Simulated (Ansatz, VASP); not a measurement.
**WS2 in VASP and in Ansatz**

```
W S
1.0
     3.12682    0.00000    0.00000
    -1.56341    2.70791    0.00000
     0.00000    0.00000   12.15937
W S
2 4
Direct
  0.33333 0.66667 0.25000
  0.66667 0.33333 0.75000
  0.33333 0.66667 0.62154
  0.66667 0.33333 0.12154
  0.33333 0.66667 0.87846
  0.66667 0.33333 0.37846
```

Alike in both runs: functional LDA; k mesh 12 × 12 × 4; occupations gaussian, width 0.02 eV; no spin polarisation.

Ansatz relaxed the structure, and its values are those at the end. VASP's run is a single point on that final structure, the one shown.

|  | VASP | Ansatz |
| --- | --- | --- |
| version | VASP 6.6.1 | Ansatz 0.2.0 |
| potentials or method | VASP PAW LDA potentials, release 64 (W_sv, S), cutoff 520 eV | scalar-relativistic, plane waves, PAW |
| valence electrons in the cell | 52 | 52 |

```csv
,VASP,Ansatz,Ansatz less VASP
gap on the k mesh at the Fermi level (eV),0.85,0.84,-0.010
least direct gap on the mesh (eV),1.89,1.88,-0.012
pressure (GPa),0.4,0.0,-0.42
rms of the force components (eV/Å),0.023,0.000,-0.0225
```

LDA's correlation is that of Perdew and Zunger in VASP and of Perdew and Wang (1992) in Ansatz.

Spin-orbit coupling is off throughout.
